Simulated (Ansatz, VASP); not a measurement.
# TaC in VASP and in Ansatz

```
CELL_PARAMETERS angstrom
3.16445 0.00000 0.00000
0.00000 3.16445 0.00000
0.00000 0.00000 4.47520
ATOMIC_POSITIONS crystal
Ta 0.00000 0.00000 0.00000
Ta 0.50000 0.50000 0.50000
C 0.00000 0.00000 0.50000
C 0.50000 0.50000 0.00000
```

Alike in both runs: task single point; functional PBE; k mesh 16 × 16 × 16; occupations gaussian, width 0.1 eV; no spin polarisation.

```csv
,VASP,Ansatz
version,VASP 6.6.1,Ansatz 0.2.0
potentials or method,"VASP PAW PBE potentials, release 64 (Ta_pv, C), cutoff 600 eV","scalar-relativistic, plane waves, PAW"
valence electrons in the cell,30,34
```

```csv
,VASP,Ansatz,Ansatz less VASP
gap on the k mesh at the Fermi level (eV),none,none,-
pressure (GPa),0.6,0.1,-0.57
```

A gap of «none» marks a metal or a gap that the smearing closes. VASP's potentials hold 30 valence electrons a cell and Ansatz's 34, so a difference there can come from the potentials and not from the codes.

Spin-orbit coupling is off throughout.
